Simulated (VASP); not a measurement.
# Na in VASP: notebook

Runs on Na. Level: PBE. Tasks: single point.

Program: VASP 6.6.1. These are calculated values, not measurements. Logs are shortened: lines on timing, memory, paths and dates and some standing lists are left out, and cuts for length are marked.

## (1) The cell of the first run

Symmetry: P2_1/m, No. 11, monoclinic system. The conventional cell has a = 3.657 Å, b = 6.269 Å, c = 3.689 Å, α = 90.00°, β = 119.14°, γ = 90.00°. Na (site symmetry m) has 12 Na at 3.66 to 3.80 Å within 4.8 Å.

## (2) Single point, PBE (xy shear strain of +2 %)

The input, INCAR:

```
ALGO = Normal
EDIFF = 1E-6
ENCUT = 520
GGA = PE
ISIF = 2
ISMEAR = -1
LASPH = True
LCHARG = False
LREAL = False
LWAVE = False
NBANDS = 14
NELM = 80
PREC = Accurate
SIGMA = 0.05
```

The input, KPOINTS:

```
k-points
0
Gamma
  10 10 6
```

The input, POSCAR:

```
Na
1.0
    3.6887707041      0.0368877070      0.0000000000
   -1.8124396607      3.1761252850      0.0000000000
    0.0000000000      0.0000000000      6.2691940000
Na
2
Direct
    0.3333333333      0.6666666667      0.2500000000
    0.6666666667      0.3333333333      0.7500000000
```

Potentials or basis: VASP PAW PBE potentials, release 64 (Na_pv).

Run with:

```bash
$ cat potpaw_PBE.64/Na_pv/POTCAR > POTCAR
$ mpirun -np 1 vasp_std > vasp.out
```

OUTCAR:

```text
EDIFF = 1E-6
   ENCUT = 520
   GGA = PE
   ISIF = 2
   ISMEAR = -1
   LASPH = True
   LREAL = False
   NELM = 80
   PREC = Accurate

 ion  position               nearest neighbor table
   1  0.333  0.667  0.250-
   2  0.667  0.333  0.750-

  Warning from LATTYP: Monoclinic adjustment (A1->A3, A2->A1, A3->A2)!
  LATTYP: Found a simple monoclinic cell.
 ALAT       =     3.6568715249
 B/A-ratio  =     1.7143599269
 C/A-ratio  =     1.0087735139
 COS(beta)  =    -0.4869160342

  Lattice vectors:

 A1 = (  -1.8124396607,   3.1761252850,   0.0000000000)
 A2 = (   0.0000000000,   0.0000000000,   6.2691940000)
 A3 = (   3.6887707041,   0.0368877070,   0.0000000000)

Analysis of symmetry for initial positions (statically):
=====================================================================
 Subroutine PRICEL returns:
 Original cell was already a primitive cell.

 Routine SETGRP: Setting up the symmetry group for a
 simple monoclinic supercell.

 Subroutine GETGRP returns: Found  4 space group operations
 (whereof  2 operations were pure point group operations)
 out of a pool of  4 trial point group operations.

The static configuration has the point symmetry S_2 .
 The point group associated with its full space group is C_2h.

Analysis of symmetry for dynamics (positions and initial velocities):
=====================================================================
 Subroutine PRICEL returns:
 Original cell was already a primitive cell.

 Routine SETGRP: Setting up the symmetry group for a
 simple monoclinic supercell.

 Subroutine GETGRP returns: Found  4 space group operations
 (whereof  2 operations were pure point group operations)
 out of a pool of  4 trial point group operations.

The dynamic configuration has the point symmetry S_2 .
 The point group associated with its full space group is C_2h.

 Subroutine INISYM returns: Found  4 space group operations
 (whereof  2 operations are pure point group operations),
 and found     1 'primitive' translations

----------------------------------------------------------------------------------------

                                     Primitive cell

  volume of cell :      73.8690

  direct lattice vectors                    reciprocal lattice vectors
     3.688770704  0.036887707  0.000000000     0.269554822  0.153820081  0.000000000
    -1.812439661  3.176125285  0.000000000    -0.003130626  0.313062565  0.000000000
     0.000000000  0.000000000  6.269194000     0.000000000  0.000000000  0.159510138

  length of vectors
[... 92 lines left out ...]
   PSTRESS=    0.0 pullay stress
   NELECT =      14.0000    total number of electrons
   NUPDOWN=      -1.0000    fix difference up-down
   EMIN   =  10.00;   EMAX   =-10.00  energy-range for DOS
   EFERMI =   0.00;   METHOD = LEGACY
   ISMEAR =    -1;   SIGMA  =   0.05  broadening in eV -4-tet -1-fermi 0-gaus
   EFERMI_NEDOS =   21; number of points for ismear=-14 and -15
   IALGO  =     38    algorithm
   IMIX   =      4    mixing-type and parameters
     AMIX     =   0.40;   BMIX     =  1.00
     AMIX_MAG =   1.60;   BMIX_MAG =  1.00
  volume/ion in A,a.u.               =      36.93       249.25
  Fermi-wavevector in a.u.,A,eV,Ry     =   0.940366  1.777033 12.031463  0.884288
  Thomas-Fermi vector in A             =   2.067770
   LORBIT       =      0    0 simple, 1 ext, 2 COOP (PROOUT), +10 PAW based schemes
   GGA     = PE    functional components
   LHFCALC =     F    Hartree Fock is set to
   AEXX    =    0.0000 exact exchange contribution
   IVDW    =     0    specifies the selected vdW correction
   LEPSILON=     F    determine dielectric tensor
   LRPA    =     F    only Hartree local field effects (RPA)
 non-spin polarized calculation
  energy-cutoff  :      520.00
  volume of cell :       73.87
 maximum number of plane-waves:      2008
   NGX = 13   NGY = 13   NGZ = 23

 number of electron      14.0000006 magnetization

 Free energy of the ion-electron system (eV)
  ---------------------------------------------------
  ext. energy  EPLUGINS =         0.00000000
  ---------------------------------------------------
  free energy    TOTEN  =        -2.62483065 eV

  energy without entropy =       -2.61623287  energy(sigma->0) =       -2.62053176

 E-fermi :   0.3051     XC(G=0):  -6.5112

 val. band max:        0.3001411319   @ k =   0.5000   0.4000   0.1667
 cond. band min:       0.3084614041   @ k =   0.0000   0.2000   0.1667
 fundamental gap:      0.0083202722
 Fermi energy:         0.3051485836

 k-point     1 :       0.0000    0.0000    0.0000
  band No.  band energies     occupation
      1     -24.5881      2.00000
      2     -24.5615      2.00000
      3     -24.5611      2.00000
      4     -24.5576      2.00000
      5     -24.5572      2.00000
      6     -24.5564      2.00000
      7      -2.9475      2.00000
      8       0.7224      0.00048
      9       1.0651      0.00000
     10      10.5050      0.00000
     11      10.6362      0.00000
     12      10.8302      0.00000
     13      10.9505      0.00000
     14      11.2377      0.00000
[... 377 lines left out ...]
      1     -24.5811      2.00000
      2     -24.5773      2.00000
      3     -24.5746      2.00000
      4     -24.5664      2.00000
      5     -24.5618      2.00000
      6     -24.5587      2.00000
      7      -1.8821      2.00000
      8       1.6812      0.00000
      9       2.0843      0.00000
     10       5.4587      0.00000
     11       6.5560      0.00000
     12       8.7161      0.00000
     13       9.2720      0.00000
     14       9.7869      0.00000

 [... further k-points ...]

------------------------ aborting loop because EDIFF is reached ----------------------------------------

  FORCE on cell =-STRESS in cart. coord.  units (eV):
  Direction    XX          YY          ZZ          XY          YZ          ZX
  --------------------------------------------------------------------------------------
  -------------------------------------------------------------------------------------
  Total        0.1040585      0.1070215     -0.1649793     -0.0234002      0.0000000      0.0000000
  in kB        2.2569713      2.3212366     -3.5783084     -0.5075367      0.0000000      0.0000000
  external PRESSURE =       0.3332998 kB  Pullay stress =       0.0000000 kB

 VOLUME and BASIS-vectors are now :
 -----------------------------------------------------------------------------
  energy-cutoff  :      520.00
  volume of cell :       73.87
      direct lattice vectors                 reciprocal lattice vectors
     3.688770704  0.036887707  0.000000000     0.269554822  0.153820081  0.000000000
    -1.812439661  3.176125285  0.000000000    -0.003130626  0.313062565  0.000000000
     0.000000000  0.000000000  6.269194000     0.000000000  0.000000000  0.159510138

 POSITION                                       TOTAL-FORCE (eV/Angst)
 -----------------------------------------------------------------------------------
      0.02130      2.12971      1.56730        -0.006082     -0.000063      0.000000
      1.85503      1.08330      4.70190         0.006082      0.000063      0.000000
 -----------------------------------------------------------------------------------
    total drift:                                0.000000     -0.000000      0.000000

  FREE ENERGIE OF THE ION-ELECTRON SYSTEM (eV)
  ---------------------------------------------------
  free  energy   TOTEN  =        -2.6248306506 eV

  energy  without entropy=       -2.6162328679  energy(sigma->0) =       -2.62053176
```

OSZICAR:

```text
N       E                     dE             d eps       ncg     rms          rms(c)
DAV:   1     0.999270886822E+02    0.99927E+02   -0.76485E+03  5824   0.963E+02
DAV:   2     0.129991444792E+01   -0.98627E+02   -0.97604E+02  6088   0.275E+02
DAV:   3    -0.257176624967E+01   -0.38717E+01   -0.38680E+01  7336   0.625E+01
DAV:   4    -0.262516278077E+01   -0.53397E-01   -0.53395E-01  6418   0.794E+00
DAV:   5    -0.262636321279E+01   -0.12004E-02   -0.12004E-02  7348   0.121E+00    0.287E-01
DAV:   6    -0.262549737778E+01    0.86584E-03   -0.10078E-03  7126   0.393E-01    0.192E-01
DAV:   7    -0.262484627952E+01    0.65110E-03   -0.17785E-03  8170   0.457E-01    0.229E-02
DAV:   8    -0.262483058299E+01    0.15697E-04   -0.12558E-04  7474   0.192E-01    0.405E-03
DAV:   9    -0.262483065060E+01   -0.67611E-07   -0.22416E-06  5316   0.241E-02
   1 F= -.26248307E+01 E0= -.26205318E+01  d E =-.859778E-02
```

stdout:

```text
POSCAR found type information on POSCAR Na
 POSCAR found :  1 types and       2 ions
 scaLAPACK will be used
 LDA part: xc-table for (Slater+PW92), standard interpolation
 POSCAR, INCAR and KPOINTS ok, starting setup
 FFT: planning ... GRIDC
 FFT: planning ... GRID_SOFT
 FFT: planning ... GRID
 WAVECAR not read
 entering main loop
```

It took 94 s on 1 thread of Intel Xeon Platinum 8259CL at 2.50GHz (Skylake/Cascade Lake), shared host; peak memory 0.28 GiB.

What came out:

| Item | Value |
| --- | --- |
| Free energy | -2.6248 eV |
| Pressure | 0.0 GPa |
| Largest force | 0.006 eV/Å |
| Band gap on the k mesh | zero (bands 7 and 8 overlap by 3.91 eV) |

Forces on the atoms (eV/Å):
```
Na  -0.006  0.000  0.000
Na   0.006  0.000  0.000
```

Caveat: the cell differs from its parent crystal (xy shear strain of +2 %).

## (3) Single point, PBE (atom 1 (Na) moved by [0.046188, 0.046188, 0.046188] A)

The input, INCAR:

```
SYSTEM = Na
PREC = Accurate ; ENCUT = 520
EDIFF = 1E-7 ; ISMEAR = -1
SIGMA = 0.05 ; LREAL = .FALSE.
LASPH = .TRUE. ; NELM = 100
ALGO = Normal ; ISIF = 2
LWAVE = .FALSE. ; LCHARG = .TRUE.
GGA = PE ; LELF = .TRUE.
LVHAR = .TRUE. ; NBANDS = 14
```

The input, KPOINTS:

```
Automatic mesh
0
G
  10 10 6
  0 0 0
```

The input, POSCAR:

```
Na
1.0
    3.6887707041      0.0000000000      0.0000000000
   -1.8443853520      3.1945691385      0.0000000000
    0.0000000000      0.0000000000      6.2691940000
Na
2
Direct
    0.3530837218      0.6811249545      0.2573674543
    0.6666666667      0.3333333333      0.7500000000
```

Potentials or basis: VASP PAW PBE potentials, release 64 (Na_pv).

Run with:

```bash
$ cat potpaw_PBE.64/Na_pv/POTCAR > POTCAR
$ mpirun -np 1 vasp_std > vasp.out
```

OUTCAR:

```text
SYSTEM = Na
   PREC = Accurate
   ENCUT = 520
   EDIFF = 1E-7
   ISMEAR = -1
   LREAL = .FALSE.
   LASPH = .TRUE.
   NELM = 100
   ISIF = 2
   GGA = PE

 ion  position               nearest neighbor table
   1  0.353  0.681  0.257-
   2  0.667  0.333  0.750-

  LATTYP: Found a hexagonal cell.
 ALAT       =     3.6887707041
 C/A-ratio  =     1.6995347510

  Lattice vectors:

 A1 = (   3.6887707041,   0.0000000000,   0.0000000000)
 A2 = (  -1.8443853520,   3.1945691385,   0.0000000000)
 A3 = (   0.0000000000,   0.0000000000,   6.2691940000)

Analysis of symmetry for initial positions (statically):
=====================================================================
 Subroutine PRICEL returns:
 Original cell was already a primitive cell.

 Routine SETGRP: Setting up the symmetry group for a
 hexagonal supercell.

 Subroutine GETGRP returns: Found  2 space group operations
 (whereof  1 operations were pure point group operations)
 out of a pool of 24 trial point group operations.

The static configuration has the point symmetry C_1 .
[... 173 lines left out ...]
      3     -24.5605      2.00000
      4     -24.5573      2.00000
      5     -24.5571      2.00000
      6     -24.5563      2.00000
      7      -2.9477      2.00000
      8       0.7230      0.00044
      9       1.0650      0.00000
     10      10.6529      0.00000
     11      10.6642      0.00000
     12      10.6884      0.00000
     13      11.0563      0.00000
     14      11.1123      0.00000
[... 377 lines left out ...]
      1     -24.5813      2.00000
      2     -24.5770      2.00000
      3     -24.5742      2.00000
      4     -24.5659      2.00000
      5     -24.5614      2.00000
      6     -24.5585      2.00000
      7      -1.8905      2.00000
      8       1.6745      0.00000
      9       2.0755      0.00000
     10       5.3278      0.00000
     11       6.6967      0.00000
     12       8.5660      0.00000
     13       9.2027      0.00000
     14       9.9671      0.00000

 [... further k-points ...]

------------------------ aborting loop because EDIFF is reached ----------------------------------------

  FORCE on cell =-STRESS in cart. coord.  units (eV):
  Direction    XX          YY          ZZ          XY          YZ          ZX
  --------------------------------------------------------------------------------------
  -------------------------------------------------------------------------------------
  Total        0.0924679      0.1205751     -0.1669687     -0.0146642      0.0012746      0.0009236
  in kB        2.0053773      2.6149448     -3.6210946     -0.3180261      0.0276436      0.0200306
  external PRESSURE =       0.3330758 kB  Pullay stress =       0.0000000 kB

 VOLUME and BASIS-vectors are now :
 -----------------------------------------------------------------------------
  energy-cutoff  :      520.00
  volume of cell :       73.88
      direct lattice vectors                 reciprocal lattice vectors
     3.688770704  0.000000000  0.000000000     0.271093023  0.156515630  0.000000000
    -1.844385352  3.194569138  0.000000000     0.000000000  0.313031259  0.000000000
     0.000000000  0.000000000  6.269194000     0.000000000  0.000000000  0.159510138

 POSITION                                       TOTAL-FORCE (eV/Angst)
 -----------------------------------------------------------------------------------
      0.04619      2.17590      1.61349        -0.004132     -0.005070     -0.029606
      1.84439      1.06486      4.70190         0.004132      0.005070      0.029606
 -----------------------------------------------------------------------------------
    total drift:                               -0.000004      0.000000     -0.000035

  FREE ENERGIE OF THE ION-ELECTRON SYSTEM (eV)
  ---------------------------------------------------
  free  energy   TOTEN  =        -2.6241488743 eV

  energy  without entropy=       -2.6151619881  energy(sigma->0) =       -2.61965543
```

stdout:

```text
POSCAR found type information on POSCAR Na
 POSCAR found :  1 types and       2 ions
 scaLAPACK will be used
 LDA part: xc-table for (Slater+PW92), standard interpolation
 POSCAR, INCAR and KPOINTS ok, starting setup
 FFT: planning ... GRIDC
 FFT: planning ... GRID_SOFT
 FFT: planning ... GRID
 WAVECAR not read
 entering main loop
```

Wall time 3.1 min (1 thread of Intel Xeon Platinum 8259CL at 2.50GHz (Skylake/Cascade Lake), shared host); peak memory 0.34 GiB.

Results:

* Free energy: -2.6241 eV
* Pressure: 0.0 GPa
* Largest force: 0.030 eV/Å
* Band gap on the k mesh: zero (bands 7 and 8 overlap by 3.79 eV)

Forces on the atoms (eV/Å):
```
Na  -0.004 -0.005 -0.030
Na   0.004  0.005  0.030
```

Caveat: the cell differs from its parent crystal (atom 1 (Na) moved by [0.046188, 0.046188, 0.046188] A).

The gap in the log of VASP goes by the Fermi energy; the results here count the filled bands.